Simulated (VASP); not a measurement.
# Y2LuN3 (P-4m2) in VASP: further runs, part 2 of 2

VASP 6.6.1.

### Step 4. Single point, PBE

This run uses another cell than the first one, of 17.04 Å³/atom.

Contents of INCAR:

```
SYSTEM = Y2LuN3
PREC     = Accurate       ! precision mode
ENCUT    = 520            ! plane-wave cutoff, eV
EDIFF    = 1E-6           ! SCF threshold, eV
ISMEAR   = 0              ! smearing method
SIGMA    = 0.1            ! smearing width, eV
LREAL    = .False.        ! projectors in reciprocal space
LASPH    = .True.         ! aspherical terms in the spheres
NELM     = 100            ! most SCF steps
ALGO     = Normal         ! electronic algorithm
ISIF     = 2              ! what is computed and relaxed
LWAVE    = .False.        ! write WAVECAR
LCHARG   = .True.         ! write CHGCAR
GGA      = PE             ! functional
LELF     = .True.         ! ELF
LVHAR    = .True.       
NBANDS   = 40             ! bands
```

Contents of KPOINTS:

```
regular mesh
0
Gamma
  12 12 4
  0 0 0
```

Contents of POSCAR:

```
Y2LuN3
1.0
    3.3291889938      0.0000000000      0.0000000000
    0.0000000000      3.3291889938      0.0000000000
    0.0000000000      0.0000000000      9.2253720121
Y Lu N
2 1 3
Direct
    0.0000000000      0.5000000000      0.6326953911
    0.5000000000      0.0000000000      0.3673046089
    0.0000000000      0.0000000000      0.0000000000
    0.5000000000      0.5000000000      0.0000000000
    0.0000000000      0.5000000000      0.3786069680
    0.5000000000      0.0000000000      0.6213930320
```

On the command line:

```console
cat potpaw_PBE.64/Y_sv/POTCAR potpaw_PBE.64/Lu/POTCAR potpaw_PBE.64/N/POTCAR > POTCAR
mpirun -np 1 vasp_std > vasp.out
```

It took 2.8 min on 1 thread of Intel Xeon 6975P-C (Granite Rapids), shared host; peak memory 0.48 GiB.

The run converged. Its results:

```
Free energy            : -49.7760 eV
Pressure               : 0.1 GPa
Largest force          : 0.003 eV/Å
Band gap on the k mesh : zero (bands 31 and 32 overlap by 0.20 eV)
```

Forces in eV/Å, atoms in the order of the input:
```
Y    0.000  0.000 -0.003
Y    0.000  0.000  0.003
Lu   0.000  0.000  0.000
N    0.000  0.000  0.000
N    0.000  0.000  0.000
N    0.000  0.000  0.000
```

Stress tensor (GPa, compression positive):
```
 0.19  0.00  0.00
 0.00  0.19  0.00
 0.00  0.00 -0.11
```

Levels at points of the mesh, in eV from the Fermi level:
| k point | band 29 | band 30 | band 31 | band 32 | band 33 | band 34 |
| --- | --- | --- | --- | --- | --- | --- |
| (0.00, 0.00, 0.00) | -0.02 | -0.02 | 0.04 | 0.04 | 0.63 | 1.13 |
| (0.50, 0.00, 0.00) | -2.26 | -2.21 | -1.51 | 1.21 | 3.34 | 3.99 |
| (0.50, 0.50, 0.00) | -0.85 | -0.52 | -0.19 | 0.71 | 1.92 | 1.99 |
| (0.00, 0.00, 0.50) | -0.05 | 0.08 | 0.08 | 0.57 | 1.16 | 1.29 |
| (0.50, 0.00, 0.50) | -2.24 | -2.17 | -1.76 | 1.68 | 2.97 | 3.95 |
| (0.50, 0.50, 0.50) | -0.73 | -0.62 | -0.42 | 1.49 | 1.65 | 1.65 |

Caveat: spin-orbit coupling is left out, which moves the levels of the heavy elements.

### Step 5. Relaxation of cell and atoms, PBE

Contents of INCAR:

```
  ALGO = Normal
  EDIFF = 1E-7
  EDIFFG = -0.04
  ENCUT = 600
  GGA = PE
  IBRION = 2
  ISIF = 3
  ISMEAR = 0
  LASPH = True
  LCHARG = False
  LREAL = False
  LWAVE = False
  NELM = 60
  NSW = 90
  PREC = Accurate
  SIGMA = 0.1
```

Contents of KPOINTS:

```
k-points
0
Gamma
  6 6 2
```

Contents of POSCAR:

```
Y2LuN3
1.0
    3.5656388400      0.0000000000      0.0000000000
    0.0000000000      3.5656388400      0.0000000000
    0.0000000000      0.0000000000      7.8551754600
Y Lu N
2 1 3
Direct
    0.0000000000      0.5000000000      0.7376120100
    0.5000000000      0.0000000000      0.2623879900
    0.0000000000      0.0000000000      0.0000000000
    0.5000000000      0.5000000000      0.0000000000
    0.0000000000      0.5000000000      0.3786259900
    0.5000000000      0.0000000000      0.6213740100
```

Potentials or basis: VASP PAW PBE potentials, release 64 (Y_sv, Lu, N).

On the command line:

```console
cat potpaw_PBE.64/Y_sv/POTCAR potpaw_PBE.64/Lu/POTCAR potpaw_PBE.64/N/POTCAR > POTCAR
mpirun -np 1 vasp_std > vasp.out
```

OUTCAR:

```text
EDIFF = 1E-7
   EDIFFG = -0.04
   ENCUT = 600
   GGA = PE
   IBRION = 2
   ISIF = 3
   ISMEAR = 0
   LASPH = True
   LREAL = False
   NELM = 60
   NSW = 90
   PREC = Accurate

 ion  position               nearest neighbor table
   1  0.000  0.500  0.738-   6 2.68   6 2.68   6 2.68   6 2.68   4 2.73   4 2.73   3 2.73   3 2.73
                             5 2.82
   2  0.500  0.000  0.262-   5 2.68   5 2.68   5 2.68   5 2.68   4 2.73   3 2.73   3 2.73   4 2.73
                             6 2.82
   3  0.000  0.000  0.000-   4 2.52   4 2.52   4 2.52   4 2.52   2 2.73   2 2.73   1 2.73   1 2.73

   4  0.500  0.500  0.000-   3 2.52   3 2.52   3 2.52   3 2.52   2 2.73   1 2.73   1 2.73   2 2.73

   5  0.000  0.500  0.379-   2 2.68   2 2.68   2 2.68   2 2.68   1 2.82
   6  0.500  0.000  0.621-   1 2.68   1 2.68   1 2.68   1 2.68   2 2.82

  LATTYP: Found a simple tetragonal cell.
 ALAT       =     3.5656388400
 C/A-ratio  =     2.2030205000

  Lattice vectors:

 A1 = (   3.5656388400,   0.0000000000,   0.0000000000)
 A2 = (   0.0000000000,   3.5656388400,   0.0000000000)
 A3 = (   0.0000000000,   0.0000000000,   7.8551754600)

Analysis of symmetry for initial positions (statically):
=====================================================================
 Subroutine PRICEL returns:
 Original cell was already a primitive cell.

 Routine SETGRP: Setting up the symmetry group for a
 simple tetragonal supercell.

 Subroutine GETGRP returns: Found  8 space group operations
 (whereof  8 operations were pure point group operations)
 out of a pool of 16 trial point group operations.

The static configuration has the point symmetry D_2d.

Analysis of symmetry for dynamics (positions and initial velocities):
=====================================================================
 Subroutine PRICEL returns:
 Original cell was already a primitive cell.

 Routine SETGRP: Setting up the symmetry group for a
 simple tetragonal supercell.

 Subroutine GETGRP returns: Found  8 space group operations
 (whereof  8 operations were pure point group operations)
 out of a pool of 16 trial point group operations.

The dynamic configuration has the point symmetry D_2d.

 Subroutine INISYM returns: Found  8 space group operations
 (whereof  8 operations are pure point group operations),
 and found     1 'primitive' translations

----------------------------------------------------------------------------------------

                                     Primitive cell

  volume of cell :      99.8690

  direct lattice vectors                    reciprocal lattice vectors
     3.565638840  0.000000000  0.000000000     0.280454652  0.000000000  0.000000000
     0.000000000  3.565638840  0.000000000     0.000000000  0.280454652  0.000000000
     0.000000000  0.000000000  7.855175460     0.000000000  0.000000000  0.127304604

  length of vectors
     3.565638840  3.565638840  7.855175460     0.280454652  0.280454652  0.127304604

  position of ions in fractional coordinates (direct lattice)
     0.000000000  0.500000000  0.737612010
     0.500000000  0.000000000  0.262387990
     0.000000000  0.000000000  0.000000000
     0.500000000  0.500000000  0.000000000
     0.000000000  0.500000000  0.378625990
     0.500000000  0.000000000  0.621374010

[... 37 lines left out ...]
  0.000000  0.000000  0.000000      1.000000
  0.166667  0.000000  0.000000      4.000000
  0.333333  0.000000  0.000000      4.000000
  0.500000  0.000000  0.000000      2.000000
  0.166667  0.166667  0.000000      4.000000
  0.333333  0.166667  0.000000      8.000000
[... 12 lines left out ...]
  0.500000  0.333333  0.500000      4.000000
  0.500000  0.500000  0.500000      1.000000
   k-points           NKPTS =     20   k-points in BZ     NKDIM =     20   number of bands    NBANDS=     37
   number of dos      NEDOS =    301   number of ions     NIONS =      6
   total plane-waves  NPLWV =  50176
   dimension x,y,z NGX =    28 NGY =   28 NGZ =   64
   dimension x,y,z NGXF=    56 NGYF=   56 NGZF=  128
   ions per type =               2   1   3
   NGX,Y,Z   is equivalent  to a cutoff of  13.05, 13.05, 13.54 a.u.
   NGXF,Y,Z  is equivalent  to a cutoff of  26.11, 26.11, 27.09 a.u.
 SYSTEM =  unknown system
   PREC   = accura    normal or accurate (medium, high low for compatibility)
   ISTART =      0    job   : 0-new  1-cont  2-samecut
   ICHARG =      2    charge: 1-file 2-atom 10-const
   ISPIN  =      1    spin polarized calculation?
   LNONCOLLINEAR =      F non collinear calculations
   LSORBIT =      F    spin-orbit coupling
   LASPH  =      T    aspherical Exc in radial PAW
   ENCUT  =  600.0 eV  44.10 Ry    6.64 a.u.   7.12  7.12 15.69*2*pi/ulx,y,z
   NELM   =     60;   NELMIN=  2; NELMDL= -5     # of ELM steps
   EDIFF  = 0.1E-06   stopping-criterion for ELM
   LREAL  =      F    real-space projection
   EDIFFG = -.4E-01   stopping-criterion for IOM
   NSW    =     90    number of steps for IOM
   IBRION =      2    ionic relax: 0-MD 1-quasi-New 2-CG
   NFREE  =      1    steps in history (QN), initial steepest desc. (CG)
   ISIF   =      3    stress and relaxation
   ISYM   =      2    0-nonsym 1-usesym 2-fastsym
   POTIM  = 0.5000    time-step for ionic-motion
   TEBEG  =    0.0;   TEEND  =   0.0 temperature during run
   PSTRESS=    0.0 pullay stress
   NELECT =      62.0000    total number of electrons
   NUPDOWN=      -1.0000    fix difference up-down
   EMIN   =  10.00;   EMAX   =-10.00  energy-range for DOS
   EFERMI =   0.00;   METHOD = LEGACY
   ISMEAR =     0;   SIGMA  =   0.10  broadening in eV -4-tet -1-fermi 0-gaus
   EFERMI_NEDOS =   21; number of points for ismear=-14 and -15
   IALGO  =     38    algorithm
   IMIX   =      4    mixing-type and parameters
     AMIX     =   0.40;   BMIX     =  1.00
     AMIX_MAG =   1.60;   BMIX_MAG =  1.00
  volume/ion in A,a.u.               =      16.64       112.32
  Fermi-wavevector in a.u.,A,eV,Ry     =   1.396567  2.639129 26.536805  1.950400
  Thomas-Fermi vector in A             =   2.519909
   LORBIT       =      0    0 simple, 1 ext, 2 COOP (PROOUT), +10 PAW based schemes
   GGA     = PE    functional components
   LHFCALC =     F    Hartree Fock is set to
   AEXX    =    0.0000 exact exchange contribution
   IVDW    =     0    specifies the selected vdW correction
   LEPSILON=     F    determine dielectric tensor
   LRPA    =     F    only Hartree local field effects (RPA)
 conjugate gradient relaxation of ions
 non-spin polarized calculation
 Gauss-broadening in eV      SIGMA  =   0.10
  energy-cutoff  :      600.00
  volume of cell :       99.87
 maximum number of plane-waves:      3364
   NGX = 15   NGY = 15   NGZ = 31

--------------------------------------- Ionic step        1  -------------------------------------------

 number of electron      62.0000017 magnetization

 Free energy of the ion-electron system (eV)
  ---------------------------------------------------
  ext. energy  EPLUGINS =         0.00000000
  ---------------------------------------------------
  free energy    TOTEN  =       -41.55639999 eV

  energy without entropy =      -41.53949697  energy(sigma->0) =      -41.54794848

------------------------ aborting loop because EDIFF is reached ----------------------------------------

  FORCE on cell =-STRESS in cart. coord.  units (eV):
  Direction    XX          YY          ZZ          XY          YZ          ZX
  --------------------------------------------------------------------------------------
  -------------------------------------------------------------------------------------
  Total      -10.9496136    -10.9496136      2.1717826      0.0000000      0.0000000      0.0000000
  in kB     -175.6623874   -175.6623874     34.8414587      0.0000000      0.0000000      0.0000000
  external PRESSURE =    -105.4944387 kB  Pullay stress =       0.0000000 kB
[... 101 lines left out ...]
  FREE ENERGIE OF THE ION-ELECTRON SYSTEM (eV)
  ---------------------------------------------------
  free  energy   TOTEN  =       -47.8704972064 eV

  energy  without entropy=      -47.8655855018  energy(sigma->0) =      -47.86804135

[... ionic steps 4 to 15 ...]

--------------------------------------- Ionic step       16  -------------------------------------------

 number of electron      62.0000004 magnetization

------------------------ aborting loop because EDIFF is reached ----------------------------------------
[... 75 lines left out ...]
--------------------------------------- Ionic step       18  -------------------------------------------

 number of electron      62.0000006 magnetization

 Free energy of the ion-electron system (eV)
  ---------------------------------------------------
  ext. energy  EPLUGINS =         0.00000000
  ---------------------------------------------------
  free energy    TOTEN  =       -49.74715265 eV

  energy without entropy =      -49.73997674  energy(sigma->0) =      -49.74356469

 E-fermi :   3.0994     XC(G=0): -10.5811

 val. band max:        3.0670034390   @ k =   0.0000   0.0000   0.0000
 cond. band min:       3.1194324478   @ k =   0.0000   0.0000   0.5000
 fundamental gap:      0.0524290089
 Fermi energy:         3.0994078435

 k-point     1 :       0.0000    0.0000    0.0000
  band No.  band energies     occupation
      1     -52.5114      2.00000
      2     -37.9251      2.00000
      3     -37.8268      2.00000
      4     -23.6168      2.00000
      5     -22.8529      2.00000
      6     -22.8529      2.00000
[... 822 lines left out ...]
  FREE ENERGIE OF THE ION-ELECTRON SYSTEM (eV)
  ---------------------------------------------------
  free  energy   TOTEN  =       -49.7471526461 eV

  energy  without entropy=      -49.7399767405  energy(sigma->0) =      -49.74356469

 reached required accuracy - stopping structural energy minimisation
```

It took 13 min on 1 thread of Intel Xeon 6975P-C (Granite Rapids), shared host; peak memory 0.3 GiB.

Results:

- Free energy: -49.7472 eV
- Relaxed volume: 16.92 Å³/atom
- Relaxed cell: a = 3.332 Å, b = 3.332 Å, c = 9.149 Å, α = 90.00°, β = 90.00°, γ = 90.00°
- Space group after relaxing (to 0.1 Å): P-4m2 (No. 115)
- Energy gained by relaxing: 1365.1 meV/atom
- Ionic steps: 18
- Pressure after relaxing: -0.1 GPa
- Largest force after relaxing: 0.034 eV/Å
- Band gap on the k mesh: zero (bands 31 and 32 overlap by 0.05 eV)

Forces in eV/Å, atoms in the order of the input:
```
Y    0.000  0.000 -0.023
Y    0.000  0.000  0.023
Lu   0.000  0.000  0.000
N    0.000  0.000  0.000
N    0.000  0.000  0.034
N    0.000  0.000 -0.034
```

Stress tensor (GPa, compression positive):
```
-0.19  0.00  0.00
 0.00 -0.19  0.00
 0.00  0.00  0.14
```

The path:
| step | energy change (eV) | largest force (eV/Å) | pressure (GPa) | volume (Å³) |
| --- | --- | --- | --- | --- |
| 1 | 0.0000 | 7.5049 | -10.55 | 99.87 |
| 2 | -6.0793 | 4.1195 | 9.55 | 84.51 |
| 3 | -6.3141 | 3.0116 | 20.88 | 81.31 |
| 4 | -7.6596 | 1.4536 | -5.63 | 97.20 |
| 5 | -7.8944 | 0.7956 | -0.32 | 92.66 |
| 6 | -7.8947 | 0.7607 | 0.00 | 92.43 |
| 7 | -7.9646 | 0.6865 | 0.78 | 92.88 |
| 8 | -8.0842 | 0.4157 | 3.75 | 94.21 |
| 9 | -8.1262 | 0.3325 | 1.85 | 95.90 |
| 10 | -8.1545 | 0.1622 | -1.16 | 98.90 |
| 11 | -8.1680 | 0.0729 | -1.00 | 99.50 |
| 12 | -8.1824 | 0.1813 | -0.63 | 100.88 |
| 13 | -8.1829 | 0.2060 | -0.47 | 101.18 |
| 14 | -8.1876 | 0.0903 | 0.49 | 100.74 |
| 15 | -8.1877 | 0.0838 | 0.60 | 100.69 |
| 16 | -8.1900 | 0.0495 | 0.24 | 101.12 |
| 17 | -8.1907 | 0.0410 | -0.11 | 101.59 |
| 18 | -8.1908 | 0.0343 | -0.08 | 101.55 |

Final structure:
```xyz
6
Lattice="3.3315 0.0000 0.0000 0.0000 3.3315 0.0000 0.0000 0.0000 9.1490" Properties=species:S:1:pos:R:3 pbc="T T T"
Y     0.0000    1.6658    5.7996
Y     1.6658    0.0000    3.3494
Lu    0.0000    0.0000    0.0000
N     1.6658    1.6658    0.0000
N     0.0000    1.6658    3.4509
N     1.6658    0.0000    5.6982
```

Caveat: the k points lie up to 0.34 Å⁻¹ apart in the final cell; a cell axis changed by over 15 % at a fixed basis, so the end point is rough; spin-orbit coupling is left out, which moves the levels of the heavy elements.

### Step 6. Summary

```tsv
task	cell	k mesh	cutoff (eV)	gap on the mesh (eV)	pressure (GPa)	largest force (eV/Å)
single point	a = 3.566, b = 3.566, c = 7.855 Å, 6 atoms, atomic positions A	6 × 6 × 2	520	none	-10.5	7.50
single point	a = 3.327, b = 3.327, c = 9.273 Å, 6 atoms, atomic positions B	6 × 6 × 2	520	none	0.2	0.01
single point	a = 3.329, b = 3.329, c = 9.225 Å, 6 atoms, atomic positions B	12 × 12 × 4	520	none	0.1	-
relaxation of cell and atoms	relaxed from a = 3.566, b = 3.566, c = 7.855 Å, 6 atoms, atomic positions A	6 × 6 × 2	600	none	-0.1	0.03
```

Alike in all rows: level PBE; potentials or basis VASP PAW PBE potentials, release 64 (Y_sv, Lu, N); no spin polarisation; smearing gaussian 0.1 eV.

Caveats: some runs use coarse meshes; spin-orbit coupling is left out, which moves the levels of the heavy elements; forces of over 1 eV/Å act on the atoms, so gaps and moduli don't describe the material at rest (at least some runs); a cell axis changed by over 15 % at a fixed basis, so the end point is rough (at least some runs).

Absolute energies hang on the potentials; compare differences alone.
